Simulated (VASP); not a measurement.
Input of a VASP 6.6.1 run:

INCAR

```
ALGO = Normal ; EDIFF = 1E-7
ENCUT = 520 ; GGA = PE
ISIF = 2 ; ISMEAR = 0
LASPH = T ; LCHARG = F
LREAL = F ; LWAVE = F
NBANDS = 20 ; NELM = 60
PREC = Accurate ; SIGMA = 0.1
```

File KPOINTS:

```
k-points
0
Gamma
  12 12 10
```

Contents of POSCAR:

```
B2P
1.0
    5.6026032402     -1.5174059170     -0.0027768622
    5.6026032402      1.5174059170     -0.0027768622
   -0.8306841896      0.0000000000      3.5492530113
B P
4 2
Direct
    0.8457027838      0.8457027838      0.2301878777
    0.4216455716      0.4216455716      0.4568728667
    0.5783544284      0.5783544284      0.5431271333
    0.1542972162      0.1542972162      0.7698121223
    0.3370378109      0.3370378109      0.8639382796
    0.6629621891      0.6629621891      0.1360617204
```

Potentials or basis: VASP PAW PBE potentials, release 64 (B, P).

Launch:

```sh
$ cat potpaw_PBE.64/B/POTCAR potpaw_PBE.64/P/POTCAR > POTCAR
$ mpirun -np 1 vasp_std > vasp.out
```

Q: What does it give for the largest force?

A: 0.023 eV/Å.

Q: Predict the pressure.

A: -0.2 GPa.

Q: Estimate the band gap on the k mesh.

A: Zero (band 11 reaches 8.72 eV, above the bottom of band 12 at 6.88 eV).

Forces on the atoms (eV/Å):
```
B    0.003  0.000 -0.012
B   -0.009  0.000 -0.008
B    0.009  0.000  0.008
B   -0.003  0.000  0.012
P   -0.005  0.000  0.022
P    0.005  0.000 -0.022
```
